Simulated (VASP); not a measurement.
## Pt: single point with RPBE

Crystal: Pt.

```
CELL_PARAMETERS angstrom
2.72962 0.00000 0.00000
-1.36481 2.36392 0.00000
0.00000 0.00000 9.11910
ATOMIC_POSITIONS crystal
Pt 0.00000 0.00000 0.00000
Pt 0.00000 0.00000 0.50000
Pt 0.33333 0.66667 0.25000
Pt 0.66667 0.33333 0.75000
```

This cell differs from its parent crystal: volume scaled by 0.92.

```json
{
 "Program": "VASP 6.6.1",
 "Task": "single point",
 "Functional": "RPBE",
 "Potentials or basis": "VASP PAW PBE potentials, release 64 (Pt)",
 "Cutoff": "520 eV",
 "k mesh": "14 × 14 × 4",
 "Occupations": "fermi-dirac, width 0.1 eV",
 "Spin": "no spin polarisation",
 "Dipole correction": "no",
 "Further INCAR settings": "ALGO = Normal; EDIFF = 1e-07; NBANDS = 28"
}
```

* Pressure: 22.9 GPa
* Band gap on the k mesh: zero (band 20 reaches 12.25 eV, above the bottom of band 21 at 10.82 eV)

Stress tensor (GPa, compression positive):
```
23.30  0.00  0.00
 0.00 23.30  0.00
 0.00  0.00 22.21
```

Levels at points of the mesh, in eV from the Fermi level:
| k point | band 16 | band 17 | band 18 | band 19 | band 20 | band 21 | band 22 | band 23 | band 24 | band 25 |
| --- | --- | --- | --- | --- | --- | --- | --- | --- | --- | --- |
| (0.00, 0.00, 0.00) | -2.07 | -2.07 | -1.44 | -1.44 | -0.96 | -0.96 | -0.76 | -0.13 | -0.13 | 5.69 |
| (0.50, 0.00, 0.00) | 0.04 | 0.15 | 0.26 | 0.37 | 0.37 | 0.42 | 0.93 | 3.20 | 3.50 | 6.59 |
| (0.00, 0.00, 0.50) | -2.70 | -1.77 | -1.77 | -1.77 | -1.77 | -0.49 | -0.49 | -0.49 | -0.49 | 8.62 |
| (0.50, 0.00, 0.50) | -0.72 | 0.18 | 0.18 | 0.39 | 0.39 | 2.00 | 2.00 | 3.04 | 3.04 | 6.74 |

It took 88 s on 1 thread of Intel(R) Xeon(R) Platinum 8488C (Sapphire Rapids), with other jobs on the host, peak memory 0.23 GiB.

Caveat: the PAW data sets were made with another functional, which shifts forces and pressure a little; spin-orbit coupling is left out, which moves the levels of the heavy elements.
